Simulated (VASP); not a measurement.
Write the native input for VASP 6.6.1 that does the following.

```
Task                   : single point
Functional             : PBEsol
Potentials or basis    : VASP PAW PBE potentials, release 64 (Ti_sv, Al)
Cutoff                 : 520 eV
k mesh                 : 10 × 10 × 10
Occupations            : gaussian, width 0.1 eV
Spin                   : no spin polarisation
Dipole correction      : no
Further INCAR settings : ALGO = Fast; EDIFF = 1e-06; NBANDS = 27
```

The structure of TiAl2 lies in POSCAR:

```
TiAl2
1.0
    1.9882413046     -6.1428040431      0.0000000000
    1.9882413046      6.1428040431      0.0000000000
    0.0000000000      0.0000000000      4.0521345827
Ti Al
2 4
Direct
    0.6557361174      0.3442638826      0.0000000000
    0.3442638826      0.6557361174      0.0000000000
    0.0000000000      0.0000000000      0.0000000000
    0.8263224932      0.1736775068      0.5000000000
    0.1736775068      0.8263224932      0.5000000000
    0.5000000000      0.5000000000      0.5000000000
```

The input as run:

INCAR

```
PREC     = Accurate       # precision mode
ENCUT    = 520            # plane-wave cutoff, eV
EDIFF    = 1E-6           # SCF threshold, eV
ISMEAR   = 0              # smearing method
SIGMA    = 0.1            # smearing width, eV
LREAL    = False          # projectors in reciprocal space
LASPH    = True           # aspherical terms in the spheres
NELM     = 100            # most SCF steps
ALGO     = Fast           # electronic algorithm
ISIF     = 2              # what is computed and relaxed
LWAVE    = False          # write WAVECAR
LCHARG   = False          # write CHGCAR
GGA      = PS             # functional
NBANDS   = 27             # bands
```

KPOINTS

```
Automatic mesh
0
Gamma
  10 10 10
```

Potentials or basis: VASP PAW PBE potentials, release 64 (Ti_sv, Al).

Launch:

```sh
$ cat potpaw_PBE.64/Ti_sv/POTCAR potpaw_PBE.64/Al/POTCAR > POTCAR
$ mpirun -np 1 vasp_std > vasp.out
```

Results of the run:

```yaml
Pressure: -5.9 GPa
Largest_force: 0.004 eV/Å
Band_gap_on_the_k_mesh: zero (bands 18 and 19 overlap by 1.40 eV)
```

Caveat: the cell stands under tension; the PAW data sets were made with another functional, which shifts forces and pressure a little.

Run time: 12 min on 1 thread of Intel(R) Xeon(R) 6975P-C (Granite Rapids) (shared host), peak memory 0.54 GiB.
